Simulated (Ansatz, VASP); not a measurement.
**One calculation of CdS, two programs**

Contents of INCAR:

```
SYSTEM = CdS
PREC = Accurate ; ENCUT = 520
EDIFF = 1E-6 ; ISMEAR = -1
SIGMA = 0.01 ; LREAL = .FALSE.
LASPH = .TRUE. ; NELM = 60
ALGO = Normal ; ISIF = 2
LWAVE = .FALSE. ; LCHARG = .FALSE.
GGA = PS ; NBANDS = 26
```

File KPOINTS:

```
regular mesh
0
G
  7 7 4
  0 0 0
```

POSCAR

```
CdS
1.0
    4.2158942859      0.0000000000      0.0000000000
   -2.1079471430      3.6510715513      0.0000000000
    0.0000000000      0.0000000000      6.8813669385
Cd S
2 2
Direct
    0.3333333333      0.6666666667      0.0000000000
    0.6666666667      0.3333333333      0.5000000000
    0.3333333333      0.6666666667      0.3850000000
    0.6666666667      0.3333333333      0.8850000000
```

Input for Ansatz:

```yaml
crystal:
  lattice:
    - [4.2158942859, 0.0, 0.0]
    - [-2.107947143, 3.6510715513, 0.0]
    - [0.0, 0.0, 6.8813669385]
  atoms:
    - { symbol: Cd, position: [0.3333333333, 0.6666666667, 0.0] }
    - { symbol: Cd, position: [0.6666666667, 0.3333333333, 0.5] }
    - { symbol: S, position: [0.3333333333, 0.6666666667, 0.385] }
    - { symbol: S, position: [0.6666666667, 0.3333333333, 0.885] }
kpoints:
  mp_grid: { grid: [7, 7, 4] }
  band_path:
    path:
      - [0.0, 0.0, 0.0]
      - [0.5, 0.0, 0.0]
      - [0.3333333333, 0.3333333333, 0.0]
      - [0.0, 0.0, 0.0]
      - [0.0, 0.0, 0.5]
      - [0.5, 0.0, 0.5]
      - [0.3333333333, 0.3333333333, 0.5]
      - [0.0, 0.0, 0.5]
      - [0.5, 0.0, 0.5]
    npoints: 5
scf:
  occupations: { method: fermi_dirac, width: 0.01 }
hamiltonian:
  xc: pbesol
  pseudopotentials: { kind: all_electron, lapw: { basis_error: 0.001 } }
output:
  forces: true
  stress: true
  eigenvalues: true
```

Change from the starting cell: volume scaled by 1.06.

Alike in both runs: task single point; functional PBEsol; k mesh 7 × 7 × 4; occupations fermi-dirac, width 0.01 eV; no spin polarisation.

|  | VASP | Ansatz |
| --- | --- | --- |
| version | VASP 6.6.1 | Ansatz 0.2.0 |
| potentials or method | VASP PAW PBE potentials, release 64 (Cd, S), cutoff 520 eV | all-electron LAPW, scalar-relativistic |

VASP gave:

```
gap on the k mesh at the Fermi level (eV)                     : 0.96
pressure (GPa)                                                : -3.2
traceless stress, the component that is largest in VASP (GPa) : -0.93
rms of the force components (eV/Å)                            : 0.115
```

Problem. Estimate Ansatz's values.

Solution. gap on the k mesh at the Fermi level (eV): 0.96; pressure (GPa): -3.5; traceless stress, the component that is largest in VASP (GPa): -0.88; rms of the force components (eV/Å): 0.111.

VASP's potentials were made for PBE, not for PBEsol. Atom by atom the forces differ by 0.004 eV/Å (rms over components). Ansatz ran all-electron here, and VASP with PAW potentials.
